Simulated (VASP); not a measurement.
Here is a VASP 6.6.1 calculation.

The input INCAR:

```
PREC = Accurate
ENCUT = 520
EDIFF = 1E-7
ISMEAR = 1
SIGMA = 1.0
LREAL = False
LASPH = True
NELM = 60
ALGO = Normal
ISIF = 2
LWAVE = False
LCHARG = False
NBANDS = 21
```

The input KPOINTS:

```
Automatic mesh
0
Gamma
  9 9 9
```

File POSCAR:

```
Sn
1.0
    0.0000000000      3.2380799619      3.2380799619
    3.2380799619      0.0000000000      3.2380799619
    3.2380799619      3.2380799619      0.0000000000
Sn
2
Direct
    0.5000000000      0.5000000000      0.5000000000
    0.7500000000      0.7500000000      0.7500000000
```

Potentials or basis: VASP PAW LDA potentials, release 64 (Sn_d).

The run is started by

```bash
$ cat potpaw_LDA.64/Sn_d/POTCAR > POTCAR
$ mpirun -np 1 vasp_std > vasp.out
```

**Question.** Predict the pressure.

**Answer.** -0.2 GPa.

**Question.** What does it give for the band gap on the k mesh?

**Answer.** Zero (bands 14 and 15 overlap by 0.16 eV).

Caveat: so wide a smearing shifts energies and pressures; spin-orbit coupling is left out, which moves the levels of the heavy elements.
